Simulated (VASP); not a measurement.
# SiW8C8Cl2 in VASP: a series of runs

Runs on SiW8C8Cl2. Level: PBE. Tasks: single point.

Program: VASP 6.6.1. These are calculated values, not measurements. Logs are shortened: lines on timing, memory, paths and dates and some standing lists are left out, and cuts for length are marked.

## Step 1: The cell of the first run

The cell holds a slab with vacuum, 19 atoms: a = 5.801 Å, b = 5.801 Å, c = 16.247 Å, α = 90.00°, β = 90.00°, γ = 120.00°.

## Step 2: Single point, PBE

The input, INCAR:

```
SYSTEM = SiW8C8Cl2
PREC = Accurate
ENCUT = 520
EDIFF = 1E-7
ISMEAR = -1
SIGMA = 0.1
LREAL = Auto
LASPH = .True.
NELM = 60
ALGO = Normal
ISIF = 2
LWAVE = .False.
LCHARG = .True.
GGA = PE
LELF = .True.
LVHAR = .True.
NBANDS = 96
```

The input, KPOINTS:

```
regular mesh
0
Gamma
  3 3 1
  0 0 0
```

The input, POSCAR:

```
SiW8C8Cl2
1.0
    5.8006000000      0.0000000000      0.0000000000
   -2.9003000000      5.0234670000      0.0000000000
    0.0000000000      0.0000000000     16.2466500000
W C Si Cl
8 8 1 2
Direct
    0.0000000000      0.0000000000      0.0615511505
    0.0003953994     -0.0083806662      0.2373227712
   -0.0000119541      0.4999933313      0.0615511505
    0.0070265092      0.4965893077      0.2357224412
    0.5000000000      0.0000000000      0.0615511505
    0.5013433106      0.0016522454      0.2415020943
    0.5000052854      0.4999933313      0.0615511505
    0.5237471325      0.5096878311      0.2326448837
    0.3354284010      0.1565651770      0.1442266560
    0.3445464925      0.1879379321      0.3136277325
    0.3564479641      0.6669696447      0.1426632567
    0.3119182656      0.6602810370      0.3175731612
    0.8459095933      0.1785619374      0.1454699892
    0.8568388851      0.1822844661      0.3116704059
    0.8467577042      0.6733795604      0.1445651873
    0.8325503385      0.6806852717      0.3056999443
    0.3140666763      0.4275334147      0.3859503344
   -0.1149643096      0.1664786491      0.4339109909
    0.5313564310      0.5186656944      0.4999492203
```

Potentials or basis: VASP PAW PBE potentials, release 64 (W_sv, C, Si, Cl).

Run with:

```
> cat potpaw_PBE.64/W_sv/POTCAR potpaw_PBE.64/C/POTCAR potpaw_PBE.64/Si/POTCAR potpaw_PBE.64/Cl/POTCAR > POTCAR
> mpirun -np 1 vasp_std > vasp.out
```

OUTCAR:

```text
SYSTEM = SiW8C8Cl2
   PREC = Accurate
   ENCUT = 520
   EDIFF = 1E-7
   ISMEAR = -1
   LREAL = Auto
   LASPH = .True.
   NELM = 60
   ISIF = 2
   GGA = PE

 ion  position               nearest neighbor table
   1  0.000  0.000  0.062-  15 2.12   9 2.16  13 2.16   2 2.86   3 2.90   7 2.90   5 2.90   5 2.90
                             7 2.90   3 2.90
   2  0.000  0.992  0.237-  16 1.92  14 2.07  10 2.13  15 2.20   9 2.26  13 2.28   8 2.78   1 2.86
                             6 2.88   4 2.89   4 2.91   6 2.93   8 3.02  17 3.31
   3  1.000  0.500  0.062-  13 2.11  15 2.12  11 2.22   4 2.83   7 2.90   5 2.90   1 2.90   1 2.90
                             5 2.90   7 2.90
   4  0.007  0.497  0.236-  14 2.00  12 2.03  16 2.13  13 2.17  15 2.25  11 2.32   3 2.83   8 2.84
                             2 2.89   6 2.90   6 2.90   2 2.91   8 2.96  17 3.16
   5  0.500  0.000  0.062-   9 2.10  11 2.13  13 2.21   7 2.90   3 2.90   1 2.90   1 2.90   7 2.90
                             3 2.90   6 2.92
   6  0.501  0.002  0.242-  10 2.09  12 2.12  14 2.12   9 2.26  11 2.33  13 2.33   2 2.88   8 2.89
                             4 2.90   4 2.90   5 2.92   8 2.92   2 2.93
   7  0.500  0.500  0.062-  11 2.04   9 2.19  15 2.20   8 2.78   3 2.90   5 2.90   1 2.90   1 2.90
                             5 2.90   3 2.90
   8  0.524  0.510  0.233-  16 1.96  10 2.09  15 2.16  11 2.19   9 2.28  12 2.29  17 2.71   2 2.78
                             7 2.78   4 2.84   6 2.89   6 2.92   4 2.96   2 3.02
   9  0.335  0.157  0.144-   5 2.10   1 2.16   7 2.19   6 2.26   2 2.26   8 2.28
  10  0.345  0.188  0.314-  17 1.89   6 2.09   8 2.09   2 2.13
  11  0.356  0.667  0.143-   7 2.04   5 2.13   8 2.19   3 2.22   4 2.32   6 2.33
  12  0.312  0.660  0.318-  17 1.75   4 2.03   6 2.12   8 2.29
  13  0.846  0.179  0.145-   3 2.11   1 2.16   4 2.17   5 2.21   2 2.28   6 2.33
  14  0.857  0.182  0.312-  18 2.00   4 2.00   2 2.07   6 2.12  17 2.60
  15  0.847  0.673  0.145-   3 2.12   1 2.12   8 2.16   2 2.20   7 2.20   4 2.25
  16  0.833  0.681  0.306-   2 1.92   8 1.96   4 2.13
  17  0.314  0.428  0.386-  12 1.75  10 1.89  19 2.15  18 2.31  14 2.60   8 2.71   4 3.16   2 3.31

  18  0.885  0.166  0.434-  14 2.00  17 2.31
  19  0.531  0.519  0.500-  17 2.15

  LATTYP: Found a hexagonal cell.
 ALAT       =     5.8006000000
 C/A-ratio  =     2.8008568079

  Lattice vectors:

 A1 = (   5.8006000000,   0.0000000000,   0.0000000000)
 A2 = (  -2.9003000000,   5.0234670000,   0.0000000000)
 A3 = (   0.0000000000,   0.0000000000,  16.2466500000)

Analysis of symmetry for initial positions (statically):
=====================================================================
 Subroutine PRICEL returns:
 Original cell was already a primitive cell.

 Routine SETGRP: Setting up the symmetry group for a
 hexagonal supercell.

 Subroutine GETGRP returns: Found  1 space group operations
 (whereof  1 operations were pure point group operations)
 out of a pool of 24 trial point group operations.

[... 141 lines left out ...]
   EMIN   =  10.00;   EMAX   =-10.00  energy-range for DOS
   EFERMI =   0.00;   METHOD = LEGACY
   ISMEAR =    -1;   SIGMA  =   0.10  broadening in eV -4-tet -1-fermi 0-gaus
   EFERMI_NEDOS =   21; number of points for ismear=-14 and -15
   IALGO  =     38    algorithm
   IMIX   =      4    mixing-type and parameters
     AMIX     =   0.40;   BMIX     =  1.00
     AMIX_MAG =   1.60;   BMIX_MAG =  1.00
  volume/ion in A,a.u.               =      24.92       168.14
  Fermi-wavevector in a.u.,A,eV,Ry     =   1.145073  2.163874 17.839844  1.311192
  Thomas-Fermi vector in A             =   2.281762
   LORBIT       =      0    0 simple, 1 ext, 2 COOP (PROOUT), +10 PAW based schemes
   GGA     = PE    functional components
   LHFCALC =     F    Hartree Fock is set to
   AEXX    =    0.0000 exact exchange contribution
   IVDW    =     0    specifies the selected vdW correction
   LEPSILON=     F    determine dielectric tensor
   LRPA    =     F    only Hartree local field effects (RPA)
 non-spin polarized calculation
  energy-cutoff  :      520.00
  volume of cell :      473.41
 maximum number of plane-waves:     12777
 NGX is ok and might be reduce to    48
   NGX = 21   NGY = 21   NGZ = 61

 number of electron     161.9999990 magnetization

 Free energy of the ion-electron system (eV)
  ---------------------------------------------------
  ext. energy  EPLUGINS =         0.00000000
  ---------------------------------------------------
  free energy    TOTEN  =      -176.00703630 eV

  energy without entropy =     -175.78258863  energy(sigma->0) =     -175.89481247

 E-fermi :   1.6172     XC(G=0):  -7.2486

 val. band max:        1.5995053500   @ k =   0.3333   0.0000   0.0000
 cond. band min:       1.6425305335   @ k =   0.3333   0.3333   0.0000
 fundamental gap:      0.0430251834
 Fermi energy:         1.6171726698

 k-point     1 :       0.0000    0.0000    0.0000
  band No.  band energies     occupation
      1     -72.2280      2.00000
      2     -72.1878      2.00000
      3     -72.1800      2.00000
      4     -72.1634      2.00000
      5     -72.1470      2.00000
      6     -72.0125      2.00000
[... 469 lines left out ...]
     92       4.2530      0.00000
     93       4.3075      0.00000
 [bands above 93 left out]

------------------------ aborting loop because EDIFF is reached ----------------------------------------

  FORCE on cell =-STRESS in cart. coord.  units (eV):
  Direction    XX          YY          ZZ          XY          YZ          ZX
  --------------------------------------------------------------------------------------
  -------------------------------------------------------------------------------------
  Total        4.8519615      8.3429926      1.0013512      0.5499188     -3.1512951     -0.6966542
  in kB       16.4205475     28.2352829      3.3888841      1.8610964    -10.6649632     -2.3576947
  external PRESSURE =      16.0149048 kB  Pullay stress =       0.0000000 kB

 VOLUME and BASIS-vectors are now :
 -----------------------------------------------------------------------------
  energy-cutoff  :      520.00
  volume of cell :      473.41
      direct lattice vectors                 reciprocal lattice vectors
     5.800600000  0.000000000  0.000000000     0.172395959  0.099532853  0.000000000
    -2.900300000  5.023467000  0.000000000     0.000000000  0.199065705  0.000000000
     0.000000000  0.000000000 16.246650000     0.000000000  0.000000000  0.061551151

 POSITION                                       TOTAL-FORCE (eV/Angst)
 -----------------------------------------------------------------------------------
      0.00000      0.00000      1.00000         0.275906      0.210572      0.253838
     -2.87370      4.98137      3.85570         0.961730      2.494373     -0.634423
      4.35040      2.51170      1.00000         0.537552      0.042577      0.078515
     -1.39950      2.49460      3.82970        -0.277159      1.598050     -0.051884
      2.90030      0.00000      1.00000         0.507908      0.087337      0.528693
      2.90330      0.00830      3.92360         0.074894     -0.129126     -0.711281
[... 11 lines left out ...]
      4.65090      0.83630      7.04960         0.216193      0.725650     -0.891258
      1.57790      2.60550      8.12250        -0.628528     -0.273351     -1.055026
 -----------------------------------------------------------------------------------
    total drift:                                0.015930     -0.006327     -0.022076

  FREE ENERGIE OF THE ION-ELECTRON SYSTEM (eV)
  ---------------------------------------------------
  free  energy   TOTEN  =      -176.0070363029 eV

  energy  without entropy=     -175.7825886332  energy(sigma->0) =     -175.89481247
```

Wall time 9.8 min (1 thread of Intel Xeon Platinum 8488C (Sapphire Rapids), shared host); peak memory 0.68 GiB.

Results:

- Free energy: -176.0070 eV
- Largest force: 2.748 eV/Å
- Band gap on the k mesh: zero (bands 81 and 82 overlap by 0.62 eV)

Forces on the atoms (eV/Å):
```
W    0.276  0.211  0.254
W    0.962  2.494 -0.634
W    0.538  0.043  0.079
W   -0.277  1.598 -0.052
W    0.508  0.087  0.529
W    0.075 -0.129 -0.711
W    0.717 -0.254 -0.673
W   -2.282 -1.007  0.559
C    0.078  0.577 -0.211
C   -0.307 -0.341  0.783
C   -1.608  0.445  0.476
C    1.049  1.495 -0.530
C   -0.409 -1.205 -0.430
C   -1.356 -1.464  1.417
C   -0.017 -0.466 -1.392
C    1.058 -1.020  0.846
Si   1.410 -1.516  1.640
Cl   0.216  0.726 -0.891
Cl  -0.629 -0.273 -1.055
```

Levels at points of the mesh, in eV from the Fermi level:
| k point | band 79 | band 80 | band 81 | band 82 | band 83 | band 84 |
| --- | --- | --- | --- | --- | --- | --- |
| (0.00, 0.00, 0.00) | 0.33 | 0.49 | 0.53 | 0.62 | 0.64 | 1.17 |

Caveat: the k points lie up to 0.42 Å⁻¹ apart, too coarse for converged energies and pressures of a metal; spin-orbit coupling is left out, which moves the levels of the heavy elements.

## Step 3: Single point, PBE

The input, INCAR:

```
PREC = Accurate ; ENCUT = 520
EDIFF = 1E-6 ; ISMEAR = -1
SIGMA = 0.1 ; LREAL = Auto
LASPH = T ; NELM = 60
ALGO = Normal ; ISIF = 2
LWAVE = F ; LCHARG = T
GGA = PE ; LELF = T
LVHAR = T ; NBANDS = 96
```

The input, KPOINTS:

```
Automatic mesh
0
Gamma
  3 3 1
```

The input, POSCAR:

```
SiW8C8Cl2
1.0
    5.8006000000      0.0000000000      0.0000000000
   -2.9003000000      5.0234670000      0.0000000000
    0.0000000000      0.0000000000     16.2466500000
W C Si Cl
8 8 1 2
Direct
    0.0000000000      0.0000000000      0.0615511505
    0.0309806275      0.0136559074      0.2316785307
   -0.0000119541      0.4999933313      0.0615511505
    0.0273584756      0.4997743590      0.2380429196
    0.5000000000      0.0000000000      0.0615511505
    0.5184139947      0.0056932792      0.2354516162
    0.5000052854      0.4999933313      0.0615511505
    0.5126439129      0.5018247358      0.2313769300
    0.3561922532      0.1800947433      0.1413768377
    0.3612079395      0.1611635948      0.3156343000
    0.3375751609      0.6577728091      0.1418815571
    0.3566313632      0.6931268783      0.3206014778
    0.8582117990      0.1743417445      0.1418384713
    0.8517488003      0.1703803369      0.3177393493
    0.8674365175      0.6803269535      0.1379976795
    0.8446131047      0.6816407871      0.3011390040
    0.3461346666      0.3818876485      0.3827496745
   -0.1088362861      0.1987671065      0.4247214041
    0.5150351566      0.5454997515      0.4948343197
```

Potentials or basis: VASP PAW PBE potentials, release 64 (W_sv, C, Si, Cl).

Run with:

```
> cat potpaw_PBE.64/W_sv/POTCAR potpaw_PBE.64/C/POTCAR potpaw_PBE.64/Si/POTCAR potpaw_PBE.64/Cl/POTCAR > POTCAR
> mpirun -np 1 vasp_std > vasp.out
```

OUTCAR:

```text
PREC = Accurate
   ENCUT = 520
   EDIFF = 1E-6
   ISMEAR = -1
   LREAL = Auto
   LASPH = T
   NELM = 60
   ISIF = 2
   GGA = PE

 ion  position               nearest neighbor table
   1  0.000  0.000  0.062-  15 2.04  13 2.06   9 2.21   2 2.77   3 2.90   7 2.90   5 2.90   5 2.90
                             7 2.90   3 2.90
   2  0.031  0.014  0.232-  16 2.02  10 2.15  14 2.19   9 2.20  13 2.22  15 2.26   1 2.77   8 2.81
                             4 2.83   6 2.85   6 2.95   4 2.97   8 2.99  17 3.17
   3  1.000  0.500  0.062-  15 2.01  13 2.10  11 2.14   4 2.87   7 2.90   5 2.90   1 2.90   1 2.90
                             5 2.90   7 2.90
   4  0.027  0.500  0.238-  16 2.10  14 2.10  12 2.14  11 2.21  13 2.26  15 2.36   8 2.81   2 2.83
[... 714 lines left out ...]
  in kB       18.4485313     16.0974519     18.2244360      0.3637890     -1.8550834    -23.8817598
  external PRESSURE =      17.5901397 kB  Pullay stress =       0.0000000 kB

 VOLUME and BASIS-vectors are now :
 -----------------------------------------------------------------------------
  energy-cutoff  :      520.00
  volume of cell :      473.41
      direct lattice vectors                 reciprocal lattice vectors
     5.800600000  0.000000000  0.000000000     0.172395959  0.099532853  0.000000000
    -2.900300000  5.023467000  0.000000000     0.000000000  0.199065705  0.000000000
     0.000000000  0.000000000 16.246650000     0.000000000  0.000000000  0.061551151

 POSITION                                       TOTAL-FORCE (eV/Angst)
 -----------------------------------------------------------------------------------
      0.00000      0.00000      1.00000         0.809559      0.567630     -1.604309
      0.14010      0.06860      3.76400        -0.749750     -1.065898      1.969374
      4.35040      2.51170      1.00000         1.095878     -0.160033     -1.149232
     -1.29080      2.51060      3.86740        -1.733942      1.577368      0.336947
      2.90030      0.00000      1.00000         0.910443      0.110432     -0.282803
      2.99060      0.02860      3.82530         0.818311     -0.632450      1.287959
[... 11 lines left out ...]
      4.59280      0.99850      6.90030         0.286294     -0.136858      0.144910
      1.40540      2.74030      8.03940         0.344888     -0.401003      0.174119
 -----------------------------------------------------------------------------------
    total drift:                               -0.004694      0.012760      0.001244

  FREE ENERGIE OF THE ION-ELECTRON SYSTEM (eV)
  ---------------------------------------------------
  free  energy   TOTEN  =      -175.5981828083 eV

  energy  without entropy=     -175.3990478924  energy(sigma->0) =     -175.49861535
```

stdout:

```text
POSCAR found type information on POSCAR W C SiCl
 POSCAR found :  4 types and      19 ions
 scaLAPACK will be used
 LDA part: xc-table for (Slater+PW92), standard interpolation
 POSCAR, INCAR and KPOINTS ok, starting setup
 FFT: planning ... GRIDC
 FFT: planning ... GRID_SOFT
 FFT: planning ... GRID
 WAVECAR not read
 entering main loop
```

Run time: 10 min. Hardware: 1 thread of Intel Xeon Platinum 8488C (Sapphire Rapids), shared host; peak memory 0.68 GiB.

What came out:

```
Free energy            : -175.5982 eV
Largest force          : 3.703 eV/Å
Band gap on the k mesh : zero (bands 81 and 82 overlap by 0.56 eV)
```

Forces in eV/Å, atoms in the order of the input:
```
W    0.810  0.568 -1.604
W   -0.750 -1.066  1.969
W    1.096 -0.160 -1.149
W   -1.734  1.577  0.337
W    0.910  0.110 -0.283
W    0.818 -0.632  1.288
W    0.796  0.361 -1.467
W    1.161  1.384  0.863
C   -0.221 -0.883  0.280
C   -0.573 -0.372 -0.910
C    0.055  0.987  0.421
C    0.685 -2.796 -0.809
C   -1.138 -0.304  0.841
C   -0.203 -0.360 -1.768
C   -1.403 -0.757  1.476
C    0.750 -0.321 -0.572
Si  -1.692  3.203  0.768
Cl   0.286 -0.137  0.145
Cl   0.345 -0.401  0.174
```

Levels at points of the mesh, in eV from the Fermi level:
```
           k point  band 80  band 81  band 82  band 83  band 84  band 85
(0.00, 0.00, 0.00)     0.37     0.46     0.61     0.68     1.11     2.09
```

Caveat: the k points lie up to 0.42 Å⁻¹ apart, too coarse for converged energies and pressures of a metal; the atoms stand as in a frame of molecular dynamics; spin-orbit coupling is left out, which moves the levels of the heavy elements.

## Step 4: Single point, PBE

The input, INCAR:

```
PREC = Accurate
ENCUT = 520
EDIFF = 1E-6
ISMEAR = -1
SIGMA = 0.1
LREAL = Auto
LASPH = T
NELM = 100
ALGO = Normal
ISIF = 2
LWAVE = F
LCHARG = F
GGA = PE
NBANDS = 96
```

KPOINTS is that of step 3.

The input, POSCAR:

```
SiW8C8Cl2
1.0
    5.8006000000      0.0000000000      0.0000000000
   -2.9003000000      5.0234670000      0.0000000000
    0.0000000000      0.0000000000     16.2466500000
W C Si Cl
8 8 1 2
Direct
    0.0000000000      0.0000000000      0.0615511505
    0.0143486264     -0.0018513111      0.2408804277
   -0.0000119541      0.4999933313      0.0615511505
    0.0102986920      0.5180286842      0.2320416824
    0.5000000000      0.0000000000      0.0615511505
    0.5085297328     -0.0050761755      0.2385968800
    0.5000052854      0.4999933313      0.0615511505
    0.5321226150      0.5052685725      0.2359624907
    0.3651226956      0.1791989477      0.1436973161
    0.3550460184      0.1842154034      0.3151665113
    0.3344938687      0.6701945091      0.1478150880
    0.3518640610      0.7023834336      0.3245345964
    0.8265068007      0.1491002131      0.1460054842
    0.8330050480      0.1820256807      0.3124336402
    0.8427829105      0.6633267423      0.1487322002
    0.8513163977      0.6791524658      0.3071771719
    0.3769392809      0.4467034421      0.3936565384
   -0.1222281218      0.1970153283      0.4197788467
    0.5429297151      0.5389504898      0.5100559192
```

Run with:

```
> cat potpaw_PBE.64/W_sv/POTCAR potpaw_PBE.64/C/POTCAR potpaw_PBE.64/Si/POTCAR potpaw_PBE.64/Cl/POTCAR > POTCAR
> mpirun -np 1 vasp_std > vasp.out
```

It took 8.4 min on 1 thread of Intel Xeon Platinum 8488C (Sapphire Rapids), shared host; peak memory 0.69 GiB.

It converged, with:

| Quantity | Value |
| --- | --- |
| Free energy | -175.5425 eV |
| Largest force | 4.268 eV/Å |
| Band gap on the k mesh | zero (bands 81 and 82 overlap by 0.59 eV) |

Forces in eV/Å, atoms in the order of the input:
```
W    0.328  0.153  0.971
W   -0.638  2.374 -1.435
W    0.472 -0.135  0.243
W    2.626 -2.215  2.533
W    0.565 -0.199  0.215
W   -0.762  0.887  0.560
W    0.261  0.186  0.462
W   -3.734  0.341 -0.123
C   -1.367 -0.830 -0.057
C   -0.722  0.230  1.425
C    0.945 -0.230 -1.309
C    0.934 -2.494 -0.208
C    0.537  1.157 -0.327
C    1.308  0.035  0.341
C   -0.418  0.888 -2.668
C    0.171 -0.133  1.394
Si  -0.483  0.051 -1.825
Cl   0.088  0.153  0.187
Cl  -0.110 -0.219 -0.379
```

Levels at points of the mesh, in eV from the Fermi level:
| k point | band 78 | band 79 | band 80 | band 81 | band 82 | band 83 | band 84 | band 85 |
| --- | --- | --- | --- | --- | --- | --- | --- | --- |
| (0.00, 0.00, 0.00) | -0.03 | 0.20 | 0.41 | 0.51 | 0.60 | 0.64 | 1.08 | 2.09 |

Caveat: the k points lie up to 0.42 Å⁻¹ apart, too coarse for converged energies and pressures of a metal; the atoms stand as in a frame of molecular dynamics; spin-orbit coupling is left out, which moves the levels of the heavy elements.

## Step 5: The runs side by side

| cell | gap on the mesh (eV) | largest force (eV/Å) |
| --- | --- | --- |
| as given, atomic positions A | none | 2.75 |
| as given, atomic positions B | none | 3.70 |
| as given, atomic positions C | none | 4.27 |

Alike in all rows: task single point; level PBE; potentials or basis VASP PAW PBE potentials, release 64 (W_sv, C, Si, Cl); no spin polarisation; k mesh 3 × 3 × 1; cutoff (eV) 520; smearing fermi-dirac 0.1 eV.

Caveats: all runs use coarse meshes; spin-orbit coupling is left out, which moves the levels of the heavy elements; the atoms stand as in a frame of molecular dynamics (at least some runs).

Total energies depend on the potentials used, so only differences within one code and one set of settings carry meaning.
